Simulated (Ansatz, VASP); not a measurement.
**I: VASP beside Ansatz**

```
I
1.0
     3.70633   -2.44199    0.00000
     3.70633    2.44199    0.00000
     0.00000    0.00000    9.98552
I
4
Direct
  0.64930 0.35070 0.38440
  0.14930 0.85070 0.11560
  0.35070 0.64930 0.61560
  0.85070 0.14930 0.88440
```

Alike in both runs: task single point; functional r2SCAN; k mesh 7 × 7 × 3; occupations fermi-dirac, width 0.05 eV; no spin polarisation.

|  | VASP | Ansatz |
| --- | --- | --- |
| version | VASP 6.6.1 | Ansatz 0.2.0 |
| potentials or method | VASP PAW PBE potentials, release 64 (I) | Ansatz PAW |
| plane-wave cutoff (eV) | 520 | 500 |
| valence electrons in the cell | 28 | 68 |

VASP gave:

| Property | Result |
| --- | --- |
| gap on the k mesh at the Fermi level (eV) | 1.43 |
| least direct gap on the mesh (eV) | 1.50 |
| pressure (GPa) | -0.3 |
| traceless stress, the component that is largest in VASP (GPa) | 0.56 |
| rms of the force components (eV/Å) | 0.099 |

Question: Which values does Ansatz return?

Answer: gap on the k mesh at the Fermi level (eV): 1.44; least direct gap on the mesh (eV): 1.51; pressure (GPa): -0.3; traceless stress, the component that is largest in VASP (GPa): 0.53; rms of the force components (eV/Å): 0.103.

VASP's potentials were made for PBE, not for r2SCAN. Atom by atom the forces differ by 0.005 eV/Å (rms over components). VASP's potentials hold 28 valence electrons a cell and Ansatz's 68, so a difference there can come from the potentials and not from the codes.

Spin-orbit coupling is off throughout. Noted on Ansatz's run: odd divisions of the mesh miss points on the zone boundary, where band edges often lie, so the gap on the mesh can be too wide.
